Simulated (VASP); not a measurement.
# Be2SbCl (Cmmm) in VASP: further runs

The runs below take Be2SbCl through relaxation of cell and atoms, single point, with PBE.

Everything below comes from runs of VASP 6.6.1. Logs are shortened: lines on timing, memory, paths and dates and some standing lists are left out, and cuts for length are marked.

**1. The cell of the first run**

The structure is orthorhombic, space group Cmmm (No. 65). The conventional cell has a = 4.663 Å, b = 5.206 Å, c = 6.650 Å, α = 90.00°, β = 90.00°, γ = 90.00°. Be (site symmetry mm2) has 1 Be at 2.03 Å and 1 Sb at 2.31 Å and 4 Cl at 2.54 to 2.79 Å within 2.8 Å. Within 3.1 Å of Sb (site symmetry mmm) lie 2 Be at 2.31 Å. Within 3.5 Å of Cl (site symmetry mmm) lie 8 Be at 2.54 to 2.79 Å and 4 Cl at 3.49 Å.

The cell was built from a structure type or drawn by symmetry, and may not be a known phase.

**2. Relaxation of cell and atoms, PBE**

INCAR reads:

```
ALGO = Normal
EDIFF = 1E-6
EDIFFG = -0.04
ENCUT = 600
GGA = PE
IBRION = 2
ISIF = 3
ISMEAR = 0
LASPH = T
LCHARG = F
LREAL = F
LWAVE = F
NELM = 60
NSW = 90
PREC = Accurate
SIGMA = 0.1
```

KPOINTS reads:

```
k-points
0
Gamma
  6 6 4
```

POSCAR reads:

```
Be2SbCl
1.0
    2.3316350788     -2.6029714812      0.0000000000
    2.3316350788      2.6029714812      0.0000000000
    0.0000000000      0.0000000000      6.6496979507
Be Sb Cl
2 1 1
Direct
    0.5000000000      0.5000000000      0.6523910421
    0.5000000000      0.5000000000      0.3476089579
    0.5000000000      0.5000000000      0.0000000000
    0.0000000000      0.0000000000      0.5000000000
```

Potentials or basis: VASP PAW PBE potentials, release 64 (Be, Sb, Cl).

Started as:

```
cat potpaw_PBE.64/Be/POTCAR potpaw_PBE.64/Sb/POTCAR potpaw_PBE.64/Cl/POTCAR > POTCAR
mpirun -np 1 vasp_std > vasp.out
```

OUTCAR:

```text
EDIFF = 1E-6
   EDIFFG = -0.04
   ENCUT = 600
   GGA = PE
   IBRION = 2
   ISIF = 3
   ISMEAR = 0
   LASPH = T
   LREAL = F
   NELM = 60
   NSW = 90
   PREC = Accurate

 ion  position               nearest neighbor table
   1  0.500  0.500  0.652-   2 2.03   3 2.31
   2  0.500  0.500  0.348-   1 2.03   3 2.31
   3  0.500  0.500  0.000-   1 2.31   2 2.31
   4  0.000  0.000  0.500-

  LATTYP: Found a base centered orthorhombic cell.
 ALAT       =     4.6632701576
 B/A-ratio  =     1.1163717277
 C/A-ratio  =     1.4259731317

  Lattice vectors:

 A1 = (   2.3316350788,  -2.6029714812,   0.0000000000)
 A2 = (   2.3316350788,   2.6029714812,   0.0000000000)
 A3 = (   0.0000000000,   0.0000000000,   6.6496979507)

Analysis of symmetry for initial positions (statically):
=====================================================================
 Subroutine PRICEL returns:
 Original cell was already a primitive cell.

 Routine SETGRP: Setting up the symmetry group for a
 base centered orthorhombic supercell.

 Subroutine GETGRP returns: Found  8 space group operations
 (whereof  8 operations were pure point group operations)
 out of a pool of  8 trial point group operations.

The static configuration has the point symmetry D_2h.

Analysis of symmetry for dynamics (positions and initial velocities):
=====================================================================
 Subroutine PRICEL returns:
 Original cell was already a primitive cell.

 Routine SETGRP: Setting up the symmetry group for a
 base centered orthorhombic supercell.

 Subroutine GETGRP returns: Found  8 space group operations
 (whereof  8 operations were pure point group operations)
 out of a pool of  8 trial point group operations.

The dynamic configuration has the point symmetry D_2h.

 Subroutine INISYM returns: Found  8 space group operations
 (whereof  8 operations are pure point group operations),
 and found     1 'primitive' translations

----------------------------------------------------------------------------------------

                                     Primitive cell

  volume of cell :      80.7164

  direct lattice vectors                    reciprocal lattice vectors
     2.331635079 -2.602971481  0.000000000     0.214441790 -0.192088159  0.000000000
     2.331635079  2.602971481  0.000000000     0.214441790  0.192088159  0.000000000
     0.000000000  0.000000000  6.649697951     0.000000000  0.000000000  0.150382770

  length of vectors
     3.494564733  3.494564733  6.649697951     0.287894325  0.287894325  0.150382770

  position of ions in fractional coordinates (direct lattice)
     0.500000000  0.500000000  0.652391042
     0.500000000  0.500000000  0.347608958
     0.500000000  0.500000000  0.000000000
     0.000000000  0.000000000  0.500000000

  ion indices of the primitive-cell ions
   primitive index   ion index
                 1           1
                 2           2
                 3           3
                 4           4

----------------------------------------------------------------------------------------

 KPOINTS: k-points

Automatic generation of k-mesh.
 Grid dimensions read from file:
 generate k-points for:    6    6    4

 Generating k-lattice:

  Cartesian coordinates                     Fractional coordinates (reciprocal lattice)
     0.035740298 -0.032014693  0.000000000     0.166666667  0.000000000  0.000000000
     0.035740298  0.032014693  0.000000000     0.000000000  0.166666667  0.000000000
     0.000000000  0.000000000  0.037595693     0.000000000  0.000000000  0.250000000

  Length of vectors
     0.047982387  0.047982387  0.037595693

  Shift w.r.t. Gamma in fractional coordinates (k-lattice)
     0.000000000  0.000000000  0.000000000

 Subroutine IBZKPT returns following result:
 ===========================================

 Found     39 irreducible k-points:

 Following reciprocal coordinates:
            Coordinates               Weight
  0.000000  0.000000  0.000000      1.000000
  0.166667  0.000000  0.000000      4.000000
  0.333333 -0.000000  0.000000      4.000000
  0.500000 -0.000000  0.000000      2.000000
  0.166667  0.166667  0.000000      2.000000
  0.333333  0.166667  0.000000      4.000000
[... 16 lines left out ...]
  0.333333  0.333333  0.250000      4.000000
  0.500000  0.333333  0.250000      8.000000
 [... further k-points ...]
   k-points           NKPTS =     39   k-points in BZ     NKDIM =     39   number of bands    NBANDS=     12
   number of dos      NEDOS =    301   number of ions     NIONS =      4
   total plane-waves  NPLWV =  42336
   dimension x,y,z NGX =    28 NGY =   28 NGZ =   54
   dimension x,y,z NGXF=    56 NGYF=   56 NGZF=  108
   ions per type =               2   1   1
   NGX,Y,Z   is equivalent  to a cutoff of  13.32, 13.32, 13.50 a.u.
   NGXF,Y,Z  is equivalent  to a cutoff of  26.64, 26.64, 27.00 a.u.
 SYSTEM =  unknown system
   PREC   = accura    normal or accurate (medium, high low for compatibility)
   ISTART =      0    job   : 0-new  1-cont  2-samecut
   ICHARG =      2    charge: 1-file 2-atom 10-const
   ISPIN  =      1    spin polarized calculation?
   LNONCOLLINEAR =      F non collinear calculations
   LSORBIT =      F    spin-orbit coupling
   LASPH  =      T    aspherical Exc in radial PAW
   ENCUT  =  600.0 eV  44.10 Ry    6.64 a.u.   6.98  6.98 13.28*2*pi/ulx,y,z
   NELM   =     60;   NELMIN=  2; NELMDL= -5     # of ELM steps
   EDIFF  = 0.1E-05   stopping-criterion for ELM
   LREAL  =      F    real-space projection
   EDIFFG = -.4E-01   stopping-criterion for IOM
   NSW    =     90    number of steps for IOM
   IBRION =      2    ionic relax: 0-MD 1-quasi-New 2-CG
   NFREE  =      1    steps in history (QN), initial steepest desc. (CG)
   ISIF   =      3    stress and relaxation
   ISYM   =      2    0-nonsym 1-usesym 2-fastsym
   POTIM  = 0.5000    time-step for ionic-motion
   TEBEG  =    0.0;   TEEND  =   0.0 temperature during run
   PSTRESS=    0.0 pullay stress
   NELECT =      16.0000    total number of electrons
   NUPDOWN=      -1.0000    fix difference up-down
   EMIN   =  10.00;   EMAX   =-10.00  energy-range for DOS
   EFERMI =   0.00;   METHOD = LEGACY
   ISMEAR =     0;   SIGMA  =   0.10  broadening in eV -4-tet -1-fermi 0-gaus
   EFERMI_NEDOS =   21; number of points for ismear=-14 and -15
   IALGO  =     38    algorithm
   IMIX   =      4    mixing-type and parameters
     AMIX     =   0.40;   BMIX     =  1.00
     AMIX_MAG =   1.60;   BMIX_MAG =  1.00
  volume/ion in A,a.u.               =      20.18       136.18
  Fermi-wavevector in a.u.,A,eV,Ry     =   0.954540  1.803819 12.396906  0.911147
  Thomas-Fermi vector in A             =   2.083296
   LORBIT       =      0    0 simple, 1 ext, 2 COOP (PROOUT), +10 PAW based schemes
   GGA     = PE    functional components
   LHFCALC =     F    Hartree Fock is set to
   AEXX    =    0.0000 exact exchange contribution
   IVDW    =     0    specifies the selected vdW correction
   LEPSILON=     F    determine dielectric tensor
   LRPA    =     F    only Hartree local field effects (RPA)
 conjugate gradient relaxation of ions
 non-spin polarized calculation
 Gauss-broadening in eV      SIGMA  =   0.10
  energy-cutoff  :      600.00
  volume of cell :       80.72
 maximum number of plane-waves:      2726
   NGX = 13   NGY = 13   NGZ = 27

--------------------------------------- Ionic step        1  -------------------------------------------

 number of electron      15.9999997 magnetization

 Free energy of the ion-electron system (eV)
  ---------------------------------------------------
  ext. energy  EPLUGINS =         0.00000000
  ---------------------------------------------------
  free energy    TOTEN  =       -11.42808648 eV

  energy without entropy =      -11.41346560  energy(sigma->0) =      -11.42077604

------------------------ aborting loop because EDIFF is reached ----------------------------------------

  FORCE on cell =-STRESS in cart. coord.  units (eV):
  Direction    XX          YY          ZZ          XY          YZ          ZX
  --------------------------------------------------------------------------------------
  -------------------------------------------------------------------------------------
  Total        0.2809151      0.0931647      0.3990995      0.0000000      0.0000000      0.0000000
  in kB        5.5760123      1.8492684      7.9219091      0.0000000      0.0000000      0.0000000
  external PRESSURE =       5.1157300 kB  Pullay stress =       0.0000000 kB
[... 99 lines left out ...]
  energy  without entropy=      -11.4218602975  energy(sigma->0) =      -11.42831173

--------------------------------------- Ionic step        4  -------------------------------------------

 number of electron      15.9999998 magnetization

 Free energy of the ion-electron system (eV)
  ---------------------------------------------------
  ext. energy  EPLUGINS =         0.00000000
  ---------------------------------------------------
  free energy    TOTEN  =       -11.43522488 eV

  energy without entropy =      -11.42248583  energy(sigma->0) =      -11.42885535

 E-fermi :   4.9653     XC(G=0):  -9.0061

 val. band max:        4.9586584061   @ k =   0.3333  -0.0000   0.2500
 cond. band min:       4.9891063763   @ k =  -0.1667   0.1667   0.0000
 fundamental gap:      0.0304479702
 Fermi energy:         4.9652896030

 k-point     1 :       0.0000    0.0000    0.0000
  band No.  band energies     occupation
      1     -12.4270      2.00000
      2      -5.6535      2.00000
      3      -1.8589      2.00000
      4      -0.3489      2.00000
      5       0.5268      2.00000
      6       1.8471      2.00000
      7       2.4384      2.00000
      8       6.6871      0.00000
      9       6.8290      0.00000
     10       7.2404      0.00000
     11       9.2960      0.00000
     12       9.6694      0.00000
[... 331 lines left out ...]
 k-point    24 :       0.5000    0.3333    0.2500
  band No.  band energies     occupation
      1     -11.7852      2.00000
      2      -3.6768      2.00000
      3      -2.2293      2.00000
      4      -1.4231      2.00000
      5      -0.0757      2.00000
      6       1.6433      2.00000
      7       2.1586      2.00000
      8       3.0474      2.00000
      9       3.5979      2.00000
     10       6.7475      0.00000
     11       7.1573      0.00000
     12       8.4977      0.00000

 [... further k-points ...]

------------------------ aborting loop because EDIFF is reached ----------------------------------------

  FORCE on cell =-STRESS in cart. coord.  units (eV):
  Direction    XX          YY          ZZ          XY          YZ          ZX
  --------------------------------------------------------------------------------------
  -------------------------------------------------------------------------------------
  Total        0.0979787     -0.0683164      0.0408460      0.0000000      0.0000000      0.0000000
  in kB        1.9231078     -1.3409001      0.8017166      0.0000000      0.0000000      0.0000000
  external PRESSURE =       0.4613081 kB  Pullay stress =       0.0000000 kB
[... 19 lines left out ...]
  FREE ENERGIE OF THE ION-ELECTRON SYSTEM (eV)
  ---------------------------------------------------
  free  energy   TOTEN  =       -11.4352248791 eV

  energy  without entropy=      -11.4224858255  energy(sigma->0) =      -11.42885535

 reached required accuracy - stopping structural energy minimisation
```

It took 47 s on 1 thread of Intel Xeon 6975P-C (Granite Rapids), shared host; peak memory 0.23 GiB.

Results:

```
Free energy                           : -11.4352 eV
Relaxed volume                        : 20.41 Å³/atom
Relaxed cell                          : a = 3.506 Å, b = 3.506 Å, c = 6.677 Å, α = 90.00°, β = 90.00°, γ = 95.97°
Space group after relaxing (to 0.1 Å) : Cmmm (No. 65)
Energy gained by relaxing             : 1.8 meV/atom
Ionic steps                           : 4
Pressure after relaxing               : 0.0 GPa
Largest force after relaxing          : 0.018 eV/Å
Band gap on the k mesh                : zero (bands 8 and 9 overlap by 3.87 eV)
```

Forces in eV/Å, atoms in the order of the input:
```
Be   0.000  0.000  0.018
Be   0.000  0.000 -0.018
Sb   0.000  0.000  0.000
Cl   0.000  0.000  0.000
```

Stress tensor (GPa, compression positive):
```
 0.19  0.00  0.00
 0.00 -0.13  0.00
 0.00  0.00  0.08
```

The path:
```tsv
step	energy change (eV)	largest force (eV/Å)	pressure (GPa)	volume (Å³)
1	0.0000	0.3027	0.51	80.72
2	-0.0066	0.0389	0.06	81.47
3	-0.0067	0.0027	0.01	81.57
4	-0.0071	0.0175	0.05	81.63
```

Final structure:
```
Be Sb Cl
1.0
     2.34664   -2.60496    0.00000
     2.34664    2.60496    0.00000
     0.00000    0.00000    6.67668
Be Sb Cl
2 1 1
Cartesian
  2.3466 0.0000 4.3382
  2.3466 0.0000 2.3385
  2.3466 0.0000 6.6767
  4.6933 0.0000 3.3383
```

Levels at points of the mesh, in eV from the Fermi level:
```csv
k point,band 6,band 7,band 8,band 9,band 10,band 11
"(0.00, 0.00, 0.00)",-3.12,-2.53,1.72,1.86,2.28,4.33
"(0.50, 0.00, 0.00)",-4.15,-3.83,1.21,1.60,1.98,2.83
"(0.50, 0.50, 0.00)",-2.95,-2.75,-2.71,-1.94,0.85,1.32
"(0.00, 0.00, 0.50)",-4.43,-1.93,1.40,1.84,2.23,4.30
"(0.50, 0.00, 0.50)",-3.42,-3.11,0.14,1.18,1.65,2.51
"(0.50, 0.50, 0.50)",-3.66,-3.07,-2.32,-1.86,2.78,2.79
```

Caveat: spin-orbit coupling is left out, which moves the levels of the heavy elements.

[end of part 1 of 2]
